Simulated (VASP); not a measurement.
# Zr2O (P-42m) in VASP: single point with r2SCAN

Aim: the single point of Zr2O with r2SCAN.

Everything below comes from runs of VASP 6.6.1. Logs are shortened: lines on timing, memory, paths and dates and some standing lists are left out, and cuts for length are marked.

### 1 The cell of the first run

The structure is tetragonal, space group P-42m (No. 111). Conventional cell: a = 4.846 Å, b = 4.846 Å, c = 4.846 Å, α = 90.00°, β = 90.00°, γ = 90.00°. Within 2.8 Å of Zr (site symmetry m) lie 2 O at 2.10 Å. Within 2.8 Å of O (site symmetry -42m) lie 4 Zr at 2.10 Å. Within 2.8 Å of O (site symmetry -42m) lie 4 Zr at 2.10 Å.

### 2 Single point, r2SCAN (atoms displaced along a vibrational mode)

Contents of POSCAR:

```
Zr2O
1.0
    4.8457251933      0.0000000000      0.0000000000
    0.0000000000      4.8457251933      0.0000000000
    0.0000000000      0.0000000000      4.8457251933
Zr O
4 2
Direct
    0.2424175754      0.2424175754      0.7348351507
    0.7575824246      0.2424175754      0.2651648493
    0.2424175754      0.7575824246      0.2651648493
    0.7575824246      0.7575824246      0.7348351507
    0.0000000000      0.0000000000      0.0000000000
    0.5000000000      0.5000000000      0.5000000000
```

Contents of INCAR.step1:

```
SYSTEM = Zr2O
PREC = Accurate ; ENCUT = 520
ISMEAR = 0 ; SIGMA = 0.15
LREAL = .FALSE. ; LASPH = .TRUE.
NELM = 60 ; NBANDS = 39
GGA = PE ; ALGO = Normal
EDIFF = 1E-4 ; LWAVE = .TRUE.
LCHARG = .FALSE.
```

Contents of INCAR.step2:

```
SYSTEM = Zr2O
PREC = Accurate ; ENCUT = 520
EDIFF = 1E-6 ; ISMEAR = 0
SIGMA = 0.15 ; LREAL = .FALSE.
LASPH = .TRUE. ; NELM = 60
ALGO = Normal ; ISIF = 2
LWAVE = .FALSE. ; LCHARG = .TRUE.
METAGGA = R2SCAN ; LMIXTAU = .TRUE.
LELF = .TRUE. ; LVHAR = .TRUE.
NBANDS = 39 ; ISTART = 1
```

Contents of KPOINTS:

```
regular mesh
0
G
  10 10 10
  0 0 0
```

Potentials or basis: VASP PAW PBE potentials, release 64 (Zr_sv, O).

The run is started by

```
$ cat potpaw_PBE.64/Zr_sv/POTCAR potpaw_PBE.64/O/POTCAR > POTCAR
$ cp INCAR.step1 INCAR
$ mpirun -np 1 vasp_std > vasp.out
$ cp INCAR.step2 INCAR
$ mpirun -np 1 vasp_std > vasp.out
```

OUTCAR:

```text
SYSTEM = Zr2O
   PREC = Accurate
   ENCUT = 520
   EDIFF = 1E-6
   ISMEAR = 0
   LREAL = .FALSE.
   LASPH = .TRUE.
   NELM = 60
   ISIF = 2
   METAGGA = R2SCAN
   ISTART = 1

 ion  position               nearest neighbor table
   1  0.242  0.242  0.735-   6 2.10   5 2.10   2 3.27   3 3.27   4 3.32   3 3.38   2 3.38   4 3.43
                             4 3.43   3 3.48   2 3.48   4 3.53   3 3.58   2 3.58
   2  0.758  0.242  0.265-   6 2.10   5 2.10   1 3.27   4 3.27   3 3.32   4 3.38   1 3.38   3 3.43
                             3 3.43   1 3.48   4 3.48   3 3.53   4 3.58   1 3.58
   3  0.242  0.758  0.265-   6 2.10   5 2.10   1 3.27   4 3.27   2 3.32   4 3.38   1 3.38   2 3.43
                             2 3.43   1 3.48   4 3.48   2 3.53   4 3.58   1 3.58
   4  0.758  0.758  0.735-   6 2.10   5 2.10   2 3.27   3 3.27   1 3.32   2 3.38   3 3.38   1 3.43
                             1 3.43   3 3.48   2 3.48   1 3.53   3 3.58   2 3.58
   5  0.000  0.000  0.000-   1 2.10   2 2.10   3 2.10   4 2.10
   6  0.500  0.500  0.500-   1 2.10   2 2.10   3 2.10   4 2.10

  LATTYP: Found a simple cubic cell.
 ALAT       =     4.8457251933

  Lattice vectors:

 A1 = (   4.8457251933,   0.0000000000,   0.0000000000)
 A2 = (   0.0000000000,   4.8457251933,   0.0000000000)
 A3 = (   0.0000000000,   0.0000000000,   4.8457251933)

Analysis of symmetry for initial positions (statically):
=====================================================================
 Subroutine PRICEL returns:
 Original cell was already a primitive cell.

 Routine SETGRP: Setting up the symmetry group for a
 simple cubic supercell.

 Subroutine GETGRP returns: Found  8 space group operations
 (whereof  8 operations were pure point group operations)
 out of a pool of 48 trial point group operations.

The static configuration has the point symmetry D_2d.

Analysis of symmetry for dynamics (positions and initial velocities):
=====================================================================
 Subroutine PRICEL returns:
 Original cell was already a primitive cell.

 Routine SETGRP: Setting up the symmetry group for a
 simple cubic supercell.

 Subroutine GETGRP returns: Found  8 space group operations
 (whereof  8 operations were pure point group operations)
 out of a pool of 48 trial point group operations.

The dynamic configuration has the point symmetry D_2d.

 Subroutine INISYM returns: Found  8 space group operations
 (whereof  8 operations are pure point group operations),
 and found     1 'primitive' translations

----------------------------------------------------------------------------------------

                                     Primitive cell

  volume of cell :     113.7827
[... 104 lines left out ...]
   ISYM   =      2    0-nonsym 1-usesym 2-fastsym
   POTIM  = 0.5000    time-step for ionic-motion
   TEBEG  =    0.0;   TEEND  =   0.0 temperature during run
   PSTRESS=    0.0 pullay stress
   NELECT =      60.0000    total number of electrons
   NUPDOWN=      -1.0000    fix difference up-down
   EMIN   =  10.00;   EMAX   =-10.00  energy-range for DOS
   EFERMI =   0.00;   METHOD = LEGACY
   ISMEAR =     0;   SIGMA  =   0.15  broadening in eV -4-tet -1-fermi 0-gaus
   EFERMI_NEDOS =   21; number of points for ismear=-14 and -15
   IALGO  =     38    algorithm
   IMIX   =      4    mixing-type and parameters
     AMIX     =   0.40;   BMIX     =  1.00
     AMIX_MAG =   1.60;   BMIX_MAG =  1.00
  volume/ion in A,a.u.               =      18.96       127.97
  Fermi-wavevector in a.u.,A,eV,Ry     =   1.322614  2.499378 23.800779  1.749308
  Thomas-Fermi vector in A             =   2.452282
   LORBIT       =      0    0 simple, 1 ext, 2 COOP (PROOUT), +10 PAW based schemes
   METAGGA = R2SCAN    functional components
   LHFCALC =     F    Hartree Fock is set to
   AEXX    =    0.0000 exact exchange contribution
   IVDW    =     0    specifies the selected vdW correction
   LEPSILON=     F    determine dielectric tensor
   LRPA    =     F    only Hartree local field effects (RPA)
 non-spin polarized calculation
 Gauss-broadening in eV      SIGMA  =   0.15
  energy-cutoff  :      520.00
  volume of cell :      113.78
 maximum number of plane-waves:      3112
   NGX = 19   NGY = 19   NGZ = 19

 number of electron      59.9999986 magnetization

 Free energy of the ion-electron system (eV)
  ---------------------------------------------------
  ext. energy  EPLUGINS =         0.00000000
  ---------------------------------------------------
  free energy    TOTEN  =      -113.47453640 eV

  energy without entropy =     -113.37771551  energy(sigma->0) =     -113.42612596

 E-fermi :   8.1983     XC(G=0): -11.5778

 val. band max:        8.1962928157   @ k =   0.0000   0.4000   0.4000
 cond. band min:       8.1988332772   @ k =   0.3000   0.3000   0.1000
 fundamental gap:      0.0025404615
 Fermi energy:         8.1983000967

 k-point     1 :       0.0000    0.0000    0.0000
  band No.  band energies     occupation
      1     -42.7888      2.00000
      2     -42.6809      2.00000
      3     -42.6809      2.00000
      4     -42.6786      2.00000
      5     -21.3895      2.00000
      6     -20.2828      2.00000
[... 997 lines left out ...]
     38      11.3392      0.00000
     39      11.5355      0.00000

 [... further k-points ...]

------------------------ aborting loop because EDIFF is reached ----------------------------------------

  FORCE on cell =-STRESS in cart. coord.  units (eV):
  Direction    XX          YY          ZZ          XY          YZ          ZX
  --------------------------------------------------------------------------------------
  -------------------------------------------------------------------------------------
  Total        0.4084745      0.4084745      0.0941830      0.0000000      0.0000000      0.0000000
  in kB        5.7517395      5.7517395      1.3261926      0.0000000      0.0000000      0.0000000
  external PRESSURE =       4.2765572 kB  Pullay stress =       0.0000000 kB

 VOLUME and BASIS-vectors are now :
 -----------------------------------------------------------------------------
  energy-cutoff  :      520.00
  volume of cell :      113.78
      direct lattice vectors                 reciprocal lattice vectors
     4.845725193  0.000000000  0.000000000     0.206367460  0.000000000  0.000000000
     0.000000000  4.845725193  0.000000000     0.000000000  0.206367460  0.000000000
     0.000000000  0.000000000  4.845725193     0.000000000  0.000000000  0.206367460

 POSITION                                       TOTAL-FORCE (eV/Angst)
 -----------------------------------------------------------------------------------
      1.17469      1.17469      3.56081         0.039053      0.039053      0.081867
      3.67104      1.17469      1.28492        -0.039053      0.039053     -0.081867
      1.17469      3.67104      1.28492         0.039053     -0.039053     -0.081867
      3.67104      3.67104      3.56081        -0.039053     -0.039053      0.081867
      0.00000      0.00000      0.00000         0.000000     -0.000000     -0.000000
      2.42286      2.42286      2.42286        -0.000000      0.000000     -0.000000
 -----------------------------------------------------------------------------------
    total drift:                                0.000000      0.000000      0.000000

  FREE ENERGIE OF THE ION-ELECTRON SYSTEM (eV)
  ---------------------------------------------------
  free  energy   TOTEN  =      -113.4745364036 eV

  energy  without entropy=     -113.3777155094  energy(sigma->0) =     -113.42612596
```

OUTCAR.step1:

```text
SYSTEM = Zr2O
   PREC = Accurate
   ENCUT = 520
   ISMEAR = 0
   LREAL = .FALSE.
   LASPH = .TRUE.
   NELM = 60
[... 1247 lines left out ...]
      3.67104      3.67104      3.56081        -0.009457     -0.009457      0.010412
      0.00000      0.00000      0.00000         0.000000     -0.000000      0.000000
      2.42286      2.42286      2.42286         0.000000      0.000000      0.000000
 -----------------------------------------------------------------------------------
    total drift:                                0.000000      0.000000      0.000000

  FREE ENERGIE OF THE ION-ELECTRON SYSTEM (eV)
  ---------------------------------------------------
  free  energy   TOTEN  =       -53.6187043706 eV

  energy  without entropy=      -53.5187606929  energy(sigma->0) =      -53.56873253
```

Wall time 39 min (1 thread of Oxide Virtual Turin-like, shared host); peak memory 0.48 GiB.

What came out:

| Quantity | Value |
| --- | --- |
| Free energy | -113.4745 eV |
| Pressure | 0.4 GPa |
| Largest force | 0.099 eV/Å |
| Band gap on the k mesh | zero (bands 30 and 31 overlap by 0.88 eV) |

Forces on the atoms (eV/Å):
```
Zr   0.039  0.039  0.082
Zr  -0.039  0.039 -0.082
Zr   0.039 -0.039 -0.082
Zr  -0.039 -0.039  0.082
O    0.000  0.000  0.000
O    0.000  0.000  0.000
```

Caveat: the cell differs from its parent crystal (atoms displaced along a vibrational mode); the PAW data sets were made with another functional, which shifts forces and pressure a little.
